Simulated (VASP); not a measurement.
Input of a VASP 6.6.1 run:

INCAR

```
PREC = Accurate
ENCUT = 520
EDIFF = 1E-7
ISMEAR = -1
SIGMA = 0.05
LREAL = False
LASPH = True
NELM = 80
ALGO = Normal
ISIF = 2
LWAVE = False
LCHARG = True
GGA = CA
LELF = True
LVHAR = True
NBANDS = 16
```

The input KPOINTS:

```
regular mesh
0
Gamma
  7 7 7
```

File POSCAR:

```
HgTe
1.0
    0.0000000000      3.1710554852      3.1710554852
    3.1710554852      0.0000000000      3.1710554852
    3.1710554852      3.1710554852      0.0000000000
Hg Te
1 1
Direct
    0.0000000000      0.0000000000      0.0000000000
    0.7500000000      0.7500000000      0.7500000000
```

Potentials or basis: VASP PAW LDA potentials, release 64 (Hg, Te).

Run with:

```sh
$ cat potpaw_LDA.64/Hg/POTCAR potpaw_LDA.64/Te/POTCAR > POTCAR
$ mpirun -np 1 vasp_std > vasp.out
```

What does it give for the pressure?

2.7 GPa.

Estimate the band gap on the k mesh.

zero (filled and empty bands touch).

Caveat: spin-orbit coupling is left out, which moves the levels of the heavy elements.
